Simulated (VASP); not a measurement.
A run of VASP 6.6.1:

File POSCAR:

```
Ir
1.0
    2.7513778946      0.0068784447      0.0000000000
   -1.3697320394      2.3793239297      0.0000000000
    0.0000000000      0.0000000000      4.4622900000
Ir
2
Direct
    0.6666666667      0.3333333333      0.7500000000
    0.3333333333      0.6666666667      0.2500000000
```

INCAR.step1

```
  PREC = Accurate
  ENCUT = 520
  ISMEAR = 0
  SIGMA = 0.15
  LREAL = False
  LASPH = True
  NELM = 60
  NBANDS = 16
  GGA = PE
  ALGO = Normal
  EDIFF = 1E-4
  LWAVE = True
  LCHARG = False
```

INCAR.step2

```
  PREC = Accurate
  ENCUT = 520
  EDIFF = 1E-6
  ISMEAR = 0
  SIGMA = 0.15
  LREAL = False
  LASPH = True
  NELM = 60
  ALGO = Normal
  ISIF = 2
  LWAVE = False
  LCHARG = False
  METAGGA = R2SCAN
  LMIXTAU = True
  NBANDS = 16
  ISTART = 1
```

File KPOINTS:

```
Automatic mesh
0
Gamma
  18 18 12
```

Potentials or basis: VASP PAW PBE potentials, release 64 (Ir).

Run with:

```console
$ cat potpaw_PBE.64/Ir/POTCAR > POTCAR
$ cp INCAR.step1 INCAR
$ mpirun -np 1 vasp_std > vasp.out
$ cp INCAR.step2 INCAR
$ mpirun -np 1 vasp_std > vasp.out
```

Hardware: 1 thread of Intel(R) Xeon(R) 6975P-C (Granite Rapids), with other jobs on the host.

Task: Estimate the wall time of this run.

Result: Wall time 11 min on 1 thread of Intel(R) Xeon(R) 6975P-C (Granite Rapids), on a shared host, peak memory 0.53 GiB. Counts: k points 1148.
